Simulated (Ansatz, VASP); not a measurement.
# GdO: VASP beside Ansatz

```
Gd O
1.0
     0.00000    2.75295    2.75295
     2.75295    0.00000    2.75295
     2.75295    2.75295    0.00000
Gd O
1 1
Direct
  0.00000 0.00000 0.00000
  0.75000 0.75000 0.75000
```

Change from the starting cell: volume scaled by 1.06.

Alike in both runs: task single point; functional LDA; k mesh 9 × 9 × 9; occupations fermi-dirac, width 0.05 eV; collinear spin.

```csv
,VASP,Ansatz
version,VASP 6.6.1,Ansatz 0.2.0
potentials or method,"VASP PAW PBE potentials, release 64 (Gd, O), cutoff 520 eV","all-electron LAPW, scalar-relativistic"
```

```tsv
	VASP	Ansatz	Ansatz less VASP
gap on the k mesh at the Fermi level (eV)	none	none	-
pressure (GPa)	-11.3	-11.5	-0.14
net moment per atom (μB)	3.44	3.55	+0.103
size of the moment on the site where the two differ most (μB)	6.65	6.86	+0.210
```

The net moments are unlike, so the other rows may belong to different states. VASP's potentials were made for PBE, not for LDA. LDA's correlation is that of Perdew and Zunger in VASP and of Perdew and Wang (1992) in Ansatz. Site moments also hang on the region over which each program counts them. A gap of «none» marks a metal or a gap that the smearing closes. Ansatz ran all-electron here, and VASP with PAW potentials.

Spin-orbit coupling is off throughout. Noted on Ansatz's run: the open f shell may have settled in a state that isn't the lowest.
